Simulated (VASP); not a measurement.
Here is a VASP 6.6.1 calculation.

Contents of POSCAR:

```
PtS2
1.0
    3.5414555722      0.0000000000      0.0000000000
   -1.7707277861      3.0669904919      0.0000000000
    0.0000000000      0.0000000000     18.4836733278
S Pt
2 1
Direct
    0.3333333333      0.6666666667      0.4328144010
    0.6666666667      0.3333333333      0.5671855990
    0.0000000000      0.0000000000      0.5000000000
```

INCAR.step1

```
  PREC = Accurate
  ENCUT = 400
  EDIFF = 1E-5
  ISMEAR = 0
  SIGMA = 0.03
  LREAL = False
  LASPH = True
  NELM = 120
  ALGO = Normal
  ISIF = 2
  LWAVE = True
  LDIPOL = True
  IDIPOL = 3
  DIPOL = 0.5 0.5 0.500
  GGA = PE
  NBANDS = 18
  GGA_COMPAT = False
  NELMDL = -8
```

Contents of INCAR.step2:

```
  PREC = Accurate
  ENCUT = 400
  EDIFF = 1E-6
  ISMEAR = 0
  SIGMA = 0.03
  LREAL = False
  LASPH = True
  NELM = 120
  ALGO = Normal
  ISIF = 2
  LWAVE = False
  LCHARG = True
  LDIPOL = True
  IDIPOL = 3
  DIPOL = 0.5 0.5 0.500
  GGA = PE
  LHFCALC = True
  AEXX = 0.25
  PRECFOCK = Normal
  LELF = True
  LVHAR = True
  LVACPOTAV = True
  ISTART = 1
  NBANDS = 18
  GGA_COMPAT = False
```

Contents of KPOINTS:

```
regular mesh
0
Gamma
  6 6 1
```

Potentials or basis: VASP PAW PBE potentials, release 64 (S, Pt).

The run is started by

```console
$ cat potpaw_PBE.64/S/POTCAR potpaw_PBE.64/Pt/POTCAR > POTCAR
$ cp INCAR.step1 INCAR
$ mpirun -np 1 vasp_std > vasp.out
$ cp INCAR.step2 INCAR
$ mpirun -np 1 vasp_std > vasp.out
```

Question: Estimate the band gap on the k mesh.

Answer: 3.63 eV (least direct gap 3.71 eV).

Question: Estimate the largest force.

Answer: 0.383 eV/Å.

Forces on the atoms (eV/Å):
```
S    0.000  0.000  0.383
S    0.000  0.000 -0.383
Pt   0.000  0.000  0.000
```

Caveat: the PAW data sets were made with another functional, which shifts forces and pressure a little; spin-orbit coupling is left out, which moves the levels of the heavy elements.
